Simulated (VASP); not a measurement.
**Sc: single point with PBEsol**

Crystal: Sc.

```
Sc
1.0
     3.44080    0.00000    0.00000
    -1.72040    2.97982    0.00000
     0.00000    0.00000    5.48900
Sc
2
Direct
  0.33333 0.66667 0.25000
  0.66667 0.33333 0.75000
```

```json
{
 "Program": "VASP 6.6.1",
 "Task": "single point",
 "Functional": "PBEsol",
 "Potentials or basis": "VASP PAW PBE potentials, release 64 (Sc_sv)",
 "Cutoff": "520 eV",
 "k mesh": "15 × 15 × 10",
 "Occupations": "gaussian, width 0.15 eV",
 "Spin": "no spin polarisation"
}
```

```json
{
 "Pressure": "-7.3 GPa",
 "Band gap on the k mesh": "zero (bands 11 and 12 overlap by 1.18 eV)"
}
```

Stress tensor (GPa, compression positive):
```
-6.96  0.00  0.00
 0.00 -6.96  0.00
 0.00  0.00 -8.09
```

Levels at points of the mesh, in eV from the Fermi level:
| k point | band 8 | band 9 | band 10 | band 11 | band 12 | band 13 | band 14 | band 15 |
| --- | --- | --- | --- | --- | --- | --- | --- | --- |
| (0.00, 0.00, 0.00) | -28.11 | -4.87 | -1.53 | 0.24 | 1.43 | 1.43 | 1.52 | 1.77 |
| (0.00, 0.00, 0.50) | -28.14 | -3.51 | -3.51 | 0.81 | 0.81 | 1.38 | 1.38 | 1.38 |

It took 5.6 min on 1 thread of Intel Xeon 8259CL, with other jobs on the host, peak memory 0.27 GiB.

Caveat: the cell stands under tension; the PAW data sets were made with another functional, which shifts forces and pressure a little.
